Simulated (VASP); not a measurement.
# Be16H (a cell with a defect) in VASP: a series of runs, part 3 of 3

VASP 6.6.1.

## 6. Single point, PBE

File INCAR:

```
ALGO = Normal
EDIFF = 1E-6
ENCUT = 520
GGA = PE
ISIF = 2
ISMEAR = 0
LASPH = T
LCHARG = F
LREAL = Auto
LWAVE = F
NBANDS = 30
NELM = 100
PREC = Accurate
SIGMA = 0.1
```

File KPOINTS:

```
k-points
0
Gamma
  5 6 4
```

File POSCAR:

```
Be16H
1.0
   -2.2900000000     -3.9663960000      0.0000000000
    3.4350000000     -1.9831980000      0.0000000000
    0.0000000000      0.0000000000      7.1768600000
Be H
16 1
Direct
    0.7497085136      0.4991998533     -0.0047219815
    0.4772393283      0.3195933222      0.2503796925
    0.7497073629      0.4999126233      0.5030815705
    0.4982833615      0.3320514987      0.7510248214
    0.4991114740     -0.0013300508      0.0023029570
    0.2496995554      0.8213015959      0.2524641696
    0.4974668034     -0.0009572111      0.5022502877
    0.2497371267      0.8316515343      0.7522854006
    0.2497322303      0.4997635539      0.0010972765
    0.0221903423      0.3196218003      0.2503686849
    0.2497033797      0.5001379154      0.5040077415
    0.0011707942      0.3320108060      0.7510310916
    0.0003327745     -0.0013528228      0.0022997523
    0.7497060971      0.8673766994      0.2507974239
    0.0019501129     -0.0009514531      0.5022488944
    0.7497251135      0.8356237293      0.7513046095
    0.7496946991      0.5029789988      0.2803074046
```

Potentials or basis: VASP PAW PBE potentials, release 64 (Be, H).

The run is started by

```
$ cat potpaw_PBE.64/Be/POTCAR potpaw_PBE.64/H/POTCAR > POTCAR
$ mpirun -np 1 vasp_std > vasp.out
```

OUTCAR:

```text
EDIFF = 1E-6
   ENCUT = 520
   GGA = PE
   ISIF = 2
   ISMEAR = 0
   LASPH = T
   LREAL = Auto
   NELM = 100
   PREC = Accurate

 ion  position               nearest neighbor table
   1  0.750  0.499  0.995-   4 2.20  12 2.20  16 2.20  13 2.29   5 2.29   9 2.29   9 2.29   5 2.29
                            13 2.29  10 2.33   2 2.33  14 2.34
   2  0.477  0.320  0.250-  17 1.46  10 2.08  14 2.19   9 2.19   5 2.19   7 2.21  11 2.22   6 2.23
                             6 2.25   3 2.31   1 2.33
   3  0.750  0.500  0.503-  17 1.60   4 2.22  12 2.22  16 2.22  11 2.29  11 2.29   7 2.29  15 2.29
                            15 2.30   7 2.30   2 2.31  10 2.31  14 2.32
   4  0.498  0.332  0.751-   1 2.20  11 2.21   7 2.22   3 2.22   9 2.23   5 2.24  12 2.28  16 2.28
                             8 2.29   8 2.29  12 2.30  16 2.31
   5  0.499  0.999  0.002-  14 2.18   2 2.19   8 2.23  16 2.23   4 2.24   6 2.24  13 2.28   9 2.28
                             1 2.29   9 2.29   1 2.29  13 2.30
   6  0.250  0.821  0.252-   9 2.21  11 2.21   2 2.23  10 2.23  15 2.24   7 2.24  13 2.24   5 2.24
                            10 2.25   2 2.25  14 2.30  14 2.30
   7  0.497  0.999  0.502-  14 2.21   2 2.21   4 2.22   8 2.22  16 2.22   6 2.24  15 2.27  11 2.28
                            11 2.29   3 2.29   3 2.30  15 2.31
   8  0.250  0.832  0.752-  11 2.21   9 2.22   7 2.22  15 2.22   5 2.23  13 2.23   4 2.29  12 2.29
                            12 2.29   4 2.29  16 2.29  16 2.29
   9  0.250  0.500  0.001-  10 2.19   2 2.19   6 2.21   8 2.22   4 2.23  12 2.23  13 2.28   5 2.28
                             1 2.29   1 2.29   5 2.29  13 2.29
  10  0.022  0.320  0.250-  17 1.46   2 2.08  14 2.19   9 2.19  13 2.19  15 2.21  11 2.22   6 2.23
                             6 2.25   3 2.31   1 2.33
  11  0.250  0.500  0.504-   6 2.21  12 2.21   4 2.21   8 2.21  10 2.22   2 2.22  15 2.28   7 2.28
                            15 2.29   7 2.29   3 2.29   3 2.29
  12  0.001  0.332  0.751-   1 2.20  11 2.21  15 2.22   3 2.22   9 2.23  13 2.24   4 2.28  16 2.28
                             8 2.29   8 2.29   4 2.30  16 2.31
  13  0.000  0.999  0.002-  14 2.18  10 2.19   8 2.23  16 2.23  12 2.24   6 2.24   5 2.28   9 2.28
                             1 2.29   9 2.29   1 2.29   5 2.30
  14  0.750  0.867  0.251-  17 1.46   5 2.18  13 2.18   2 2.19  10 2.19   7 2.21  15 2.21   6 2.30
                             6 2.30   3 2.32   1 2.34
  15  0.002  0.999  0.502-  14 2.21  10 2.21  12 2.22   8 2.22  16 2.22   6 2.24   7 2.27  11 2.28
                            11 2.29   3 2.29   3 2.30   7 2.31
  16  0.750  0.836  0.751-   1 2.20   3 2.22  15 2.22   7 2.22  13 2.23   5 2.23  12 2.28   4 2.28
[... 210 lines left out ...]

 Free energy of the ion-electron system (eV)
  ---------------------------------------------------
  ext. energy  EPLUGINS =         0.00000000
  ---------------------------------------------------
  free energy    TOTEN  =       -61.91638586 eV

  energy without entropy =      -61.91441268  energy(sigma->0) =      -61.91539927

 E-fermi :   7.3541     XC(G=0): -10.5784

 val. band max:        7.2685400231   @ k =   0.4000   0.5000   0.0000
 cond. band min:       7.4381683270   @ k =   0.4000   0.0000   0.0000
 fundamental gap:      0.1696283040
 Fermi energy:         7.3540685823

 k-point     1 :       0.0000    0.0000    0.0000
  band No.  band energies     occupation
      1      -5.1347      2.00000
      2      -2.9597      2.00000
      3      -2.1785      2.00000
      4      -0.3031      2.00000
      5       0.9650      2.00000
      6       1.5447      2.00000
[... 733 lines left out ...]
     27      11.9520      0.00000
     28      12.2988      0.00000

 [... further k-points ...]

 [bands above 28 left out]

------------------------ aborting loop because EDIFF is reached ----------------------------------------

  FORCE on cell =-STRESS in cart. coord.  units (eV):
  Direction    XX          YY          ZZ          XY          YZ          ZX
  --------------------------------------------------------------------------------------
  -------------------------------------------------------------------------------------
  Total        0.9591687      1.4354033     -0.4838217      0.4117128     -0.0307247      0.0529779
  in kB       11.7871700     17.6395906     -5.9456579      5.0595151     -0.3775738      0.6510426
  external PRESSURE =       7.8270342 kB  Pullay stress =       0.0000000 kB

 VOLUME and BASIS-vectors are now :
 -----------------------------------------------------------------------------
  energy-cutoff  :      520.00
  volume of cell :      130.38
      direct lattice vectors                 reciprocal lattice vectors
    -2.290000000 -3.966396000  0.000000000    -0.109170306 -0.189088533  0.000000000
     3.435000000 -1.983198000  0.000000000     0.218340611 -0.126059022  0.000000000
     0.000000000  0.000000000  7.176860000     0.000000000  0.000000000  0.139336702

 POSITION                                       TOTAL-FORCE (eV/Angst)
 -----------------------------------------------------------------------------------
     -0.00208     -3.96365      7.14297         0.000696     -0.000799     -0.002505
      0.00492     -2.52674      1.79694        -0.003428      0.001365     -0.002937
      0.00037     -3.96506      3.61055        -0.000351     -0.000023      0.010884
     -0.00047     -2.63491      5.39000         0.001213     -0.003652     -0.002555
      2.28747     -3.96023      0.01653         0.000622      0.001183      0.002761
      2.24936     -2.61921      1.81190        -0.000981     -0.000066     -0.003595
[... 9 lines left out ...]
      1.15350     -4.63091      5.39201        -0.002815      0.001654     -0.001396
      0.01093     -3.97109      2.01173        -0.002195      0.000665      0.006035
 -----------------------------------------------------------------------------------
    total drift:                               -0.001311      0.000041     -0.000144

  FREE ENERGIE OF THE ION-ELECTRON SYSTEM (eV)
  ---------------------------------------------------
  free  energy   TOTEN  =       -61.9163858571 eV

  energy  without entropy=      -61.9144126792  energy(sigma->0) =      -61.91539927
```

OSZICAR:

```text
N       E                     dE             d eps       ncg     rms          rms(c)
DAV:   1     0.345351157207E+02    0.34535E+02   -0.12745E+04  3720   0.929E+02
DAV:   2    -0.582159084832E+02   -0.92751E+02   -0.85636E+02  4924   0.170E+02
DAV:   3    -0.625239709884E+02   -0.43081E+01   -0.42163E+01  4864   0.306E+01
DAV:   4    -0.625726584836E+02   -0.48687E-01   -0.48559E-01  4672   0.379E+00
DAV:   5    -0.625731961513E+02   -0.53767E-03   -0.53744E-03  4704   0.310E-01    0.427E+00
DAV:   6    -0.621007617080E+02    0.47243E+00   -0.11465E-01  4672   0.217E+00    0.253E+00
DAV:   7    -0.619178355865E+02    0.18293E+00   -0.14129E-01  4630   0.226E+00    0.304E-01
DAV:   8    -0.619165093679E+02    0.13262E-02   -0.84661E-03  4444   0.453E-01    0.129E-01
DAV:   9    -0.619163793165E+02    0.13005E-03   -0.69642E-04  4894   0.123E-01    0.242E-02
DAV:  10    -0.619163816083E+02   -0.22918E-05   -0.53995E-05  4552   0.349E-02    0.747E-03
DAV:  11    -0.619163846557E+02   -0.30474E-05   -0.28322E-06  4162   0.827E-03    0.176E-03
DAV:  12    -0.619163856939E+02   -0.10382E-05   -0.27571E-07  2850   0.297E-03    0.418E-04
DAV:  13    -0.619163858571E+02   -0.16322E-06   -0.56182E-08  2814   0.151E-03
   1 F= -.61916386E+02 E0= -.61915399E+02  d E =-.197318E-02
```

stdout:

```text
POSCAR found type information on POSCAR BeH
 POSCAR found :  2 types and      17 ions
 scaLAPACK will be used
 LDA part: xc-table for (Slater+PW92), standard interpolation
 POSCAR, INCAR and KPOINTS ok, starting setup
 FFT: planning ... GRIDC
 FFT: planning ... GRID_SOFT
 FFT: planning ... GRID
 WAVECAR not read
 entering main loop
```

Run time: 2.9 min. Hardware: 1 thread of Intel Xeon 6975P-C (Granite Rapids), shared host; peak memory 0.31 GiB.

Results:

| Quantity | Value |
| --- | --- |
| Free energy | -61.9164 eV |
| Pressure | 0.8 GPa |
| Largest force | 0.011 eV/Å |
| Band gap on the k mesh | zero (an odd number of electrons rules out a gap without spin polarisation) |

Forces in eV/Å, atoms in the order of the input:
```
Be   0.001 -0.001 -0.003
Be  -0.003  0.001 -0.003
Be   0.000  0.000  0.011
Be   0.001 -0.004 -0.003
Be   0.001  0.001  0.003
Be  -0.001  0.000 -0.004
Be  -0.001  0.002 -0.002
Be   0.006 -0.003  0.004
Be   0.002 -0.001  0.006
Be  -0.003  0.003 -0.002
Be  -0.002  0.001 -0.006
Be   0.005  0.000 -0.003
Be   0.000 -0.001  0.003
Be   0.003 -0.002 -0.004
Be  -0.002  0.000 -0.002
Be  -0.003  0.002 -0.001
H   -0.002  0.001  0.006
```

## 7. The runs side by side

```csv
cell,gap on the mesh (eV),pressure (GPa),largest force (eV/Å)
"as given, atomic positions A",none,0.8,0.02
"as given, atomic positions B",none,0.4,0.46
"as given, atomic positions C",none,1.1,0.01
"as given, atomic positions D",none,1.0,0.77
"as given, atomic positions E",none,0.8,0.01
```

Alike in all rows: task single point; level PBE; potentials or basis VASP PAW PBE potentials, release 64 (Be, H); no spin polarisation; k mesh 5 × 6 × 4; cutoff (eV) 520; smearing gaussian 0.1 eV.

Total energies depend on the potentials used, so only differences within one code and one set of settings carry meaning.

The gap in the log of VASP goes by the Fermi energy; the results here count the filled bands.